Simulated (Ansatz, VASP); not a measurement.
# CrCuO2: VASP beside Ansatz

```
Cr Cu O
1.0
     1.48670    0.85835    5.70000
    -1.48670    0.85835    5.70000
     0.00000   -1.71669    5.70000
Cr Cu O
1 1 2
Direct
  0.50000 0.50000 0.50000
  0.00000 0.00000 0.00000
  0.10792 0.10792 0.10792
  0.89208 0.89208 0.89208
```

Alike in both runs: task single point; functional PBE; k mesh 5 × 5 × 5; occupations gaussian, width 0.05 eV; collinear spin; Hubbard terms Cr d U = 3.7 eV, Cu d U = 4.0 eV.

|  | VASP | Ansatz |
| --- | --- | --- |
| version | VASP 6.6.1 | Ansatz 0.2.0 |
| potentials or method | VASP PAW PBE potentials, release 64 (Cr_pv, Cu, O), cutoff 600 eV | scalar-relativistic, plane waves, PAW |
| valence electrons in the cell | 35 | 45 |

|  | VASP | Ansatz | Ansatz less VASP |
| --- | --- | --- | --- |
| gap on the k mesh at the Fermi level (eV) | 2.33 | 2.34 | +0.010 |
| least direct gap on the mesh (eV) | 2.69 | 2.74 | +0.055 |
| pressure (GPa) | 8.6 | 8.2 | -0.41 |
| traceless stress, the component that is largest in VASP (GPa) | -2.38 | 0.85 | +3.225 |
| rms of the force components (eV/Å) | 0.184 | 0.045 | -0.1396 |
| net moment per atom (μB) | 0.75 | 0.75 | 0.000 |
| size of the moment on the site where the two differ most (μB) | 2.95 | 2.48 | -0.469 |

Site moments also hang on the region over which each program counts them. The programs project onto different local orbitals, so the same U acts differently, and such runs can settle in different states. Atom by atom the forces differ by 0.229 eV/Å (rms over components). VASP's potentials hold 35 valence electrons a cell and Ansatz's 45, so a difference there can come from the potentials and not from the codes.

The k mesh is coarse, so the values compare programs but aren't converged.
